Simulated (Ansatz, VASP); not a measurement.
# Te in VASP and in Ansatz

```
Te
1.0
     3.10300    0.00000    0.00000
     0.00000    3.10300    0.00000
     0.00000    0.00000    3.49723
Te
1
Direct
  0.00000 0.00000 0.50000
```

Alike in both runs: task relaxation of cell and atoms; functional PBE; k mesh 18 × 18 × 16; occupations gaussian, width 0.1 eV; no spin polarisation.

|  | VASP | Ansatz |
| --- | --- | --- |
| version | VASP 6.6.1 | Ansatz 0.2.0 |
| potentials or method | VASP PAW PBE potentials, release 64 (Te), cutoff 600 eV | scalar-relativistic, plane waves, PAW |
| valence electrons in the cell | 6 | 16 |

|  | VASP | Ansatz | Ansatz less VASP |
| --- | --- | --- | --- |
| gap on the k mesh at the Fermi level, each at its own relaxed structure (eV) | none | none | - |
| relaxed volume (Å³/atom) | 32.76 | 32.79 | +0.025 |
| relaxed length of the cell vector where the two differ most in proportion (Å) | 3.187 | 3.189 | +0.0021 |

A gap of «none» marks a metal or a gap that the smearing closes. VASP's potentials hold 6 valence electrons a cell and Ansatz's 16, so a difference there can come from the potentials and not from the codes.

Neither program's run includes spin-orbit coupling.
